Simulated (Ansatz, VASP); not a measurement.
One calculation of CdS, two programs

```
CELL_PARAMETERS angstrom
0.00000 2.93928 2.93928
2.93928 0.00000 2.93928
2.93928 2.93928 0.00000
ATOMIC_POSITIONS crystal
Cd 0.00000 0.00000 0.00000
S 0.25000 0.25000 0.25000
```

Alike in both runs: functional r2SCAN; k mesh 8 × 8 × 8; occupations gaussian, width 0.02 eV; no spin polarisation.

Ansatz relaxed the structure, and its values are those at the end. VASP's run is a single point on that final structure, the one shown.

|  | VASP | Ansatz |
| --- | --- | --- |
| version | VASP 6.6.1 | Ansatz 0.2.0 |
| potentials or method | VASP PAW PBE potentials, release 64 (Cd, S), cutoff 520 eV | scalar-relativistic, plane waves, PAW |
| valence electrons in the cell | 18 | 26 |

Ansatz gave:

- gap on the k mesh at the Fermi level (eV): 1.54
- least direct gap on the mesh (eV): 1.54
- pressure (GPa): 0.0

Problem. What did VASP give for the same quantities?

Solution. gap on the k mesh at the Fermi level (eV): 1.54; least direct gap on the mesh (eV): 1.54; pressure (GPa): 0.3.

VASP's potentials were made for PBE, not for r2SCAN. With one functional, cell and mesh, what is left measures potentials, basis and numerics. VASP's potentials hold 18 valence electrons a cell and Ansatz's 26, so a difference there can come from the potentials and not from the codes.
